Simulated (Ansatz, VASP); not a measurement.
# One calculation of Mg3Te2O, two programs

```
CELL_PARAMETERS angstrom
4.27751 0.00000 0.00000
-2.13875 3.70443 0.00000
0.00000 0.00000 8.61119
ATOMIC_POSITIONS crystal
Mg 0.00000 0.00000 0.50000
Mg 0.33333 0.66667 0.00000
Mg 0.33333 0.66667 0.50000
Te 0.66667 0.33333 0.28276
Te 0.66667 0.33333 0.71724
O 0.00000 0.00000 0.00000
```

Change from the starting cell: species swapped into the Eu2Si3Au type (P-6m2, No. 187).

Alike in both runs: functional PBE; k mesh 3 × 3 × 2; occupations gaussian, width 0.15 eV; no spin polarisation.

Ansatz relaxed the structure, and its values are those at the end. VASP's run is a single point on that final structure, the one shown.

|  | VASP | Ansatz |
| --- | --- | --- |
| version | VASP 6.6.1 | Ansatz 0.2.0 |
| potentials or method | VASP PAW PBE potentials, release 64 (Mg, Te, O), cutoff 600 eV | scalar-relativistic, plane waves, PAW |
| valence electrons in the cell | 24 | 68 |

Ansatz gave:

* gap on the k mesh at the Fermi level (eV): none
* pressure (GPa): -0.1
* rms of the force components (eV/Å): 0.017

Question: Estimate VASP's values.

Answer: gap on the k mesh at the Fermi level (eV): none; pressure (GPa): -0.2; rms of the force components (eV/Å): 0.013.

A gap of «none» marks a metal or a gap that the smearing closes. VASP's potentials hold 24 valence electrons a cell and Ansatz's 68, so a difference there can come from the potentials and not from the codes.

The k mesh is coarse, so the values compare programs but aren't converged. Spin-orbit coupling is off throughout.
